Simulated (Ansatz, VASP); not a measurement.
## KMgF3 in VASP and in Ansatz

Contents of INCAR:

```
PREC = Accurate
ENCUT = 520
EDIFF = 1E-6
ISMEAR = 0
SIGMA = 0.05
LREAL = False
LASPH = True
NELM = 100
ALGO = Normal
ISIF = 2
LWAVE = False
LCHARG = True
GGA = PE
LELF = True
LVHAR = True
NBANDS = 24
```

KPOINTS

```
regular mesh
0
Gamma
  6 6 6
```

POSCAR

```
KMgF3
1.0
    4.1453360000      0.0000000000      0.0000000000
    0.0000000000      4.1453360000      0.0000000000
    0.0000000000      0.0000000000      3.9859000000
K Mg F
1 1 3
Direct
    0.5000000000      0.5000000000      0.5000000000
    0.0000000000      0.0000000000      0.0000000000
    0.5000000000      0.0000000000      0.0000000000
    0.0000000000      0.5000000000      0.0000000000
    0.0000000000      0.0000000000      0.5000000000
```

Input for Ansatz:

```yaml
crystal:
  lattice:
    - [4.145336, 0.0, 0.0]
    - [0.0, 4.145336, 0.0]
    - [0.0, 0.0, 3.9859]
  atoms:
    - { symbol: K, position: [0.5, 0.5, 0.5] }
    - { symbol: Mg, position: [0.0, 0.0, 0.0] }
    - { symbol: F, position: [0.5, 0.0, 0.0] }
    - { symbol: F, position: [0.0, 0.5, 0.0] }
    - { symbol: F, position: [0.0, 0.0, 0.5] }
basis:
  ecutwfc: 420
kpoints:
  mp_grid: { grid: [6, 6, 6] }
hamiltonian:
  xc: pbe
scf:
  occupations: { method: gaussian, width: 0.05 }
output:
  forces: true
  stress: true
  eigenvalues: true
```

Change from the starting cell: strain +0.040 along x and y, +0.000 along z, atoms carried along.

Alike in both runs: task single point; functional PBE; k mesh 6 × 6 × 6; occupations gaussian, width 0.05 eV; no spin polarisation.

|  | VASP | Ansatz |
| --- | --- | --- |
| version | VASP 6.6.1 | Ansatz 0.2.0 |
| potentials or method | VASP PAW PBE potentials, release 64 (K_sv, Mg, F), cutoff 520 eV | scalar-relativistic, plane waves, PAW |
| valence electrons in the cell | 32 | 40 |

```csv
,VASP,Ansatz,Ansatz less VASP
gap on the k mesh at the Fermi level (eV),6.73,6.76,+0.031
least direct gap on the mesh (eV),7.04,7.07,+0.030
pressure (GPa),-2.0,-1.6,+0.42
"traceless stress, the component that is largest in VASP (GPa)",2.03,2.02,-0.004
```

VASP's potentials hold 32 valence electrons a cell and Ansatz's 40, so a difference there can come from the potentials and not from the codes.
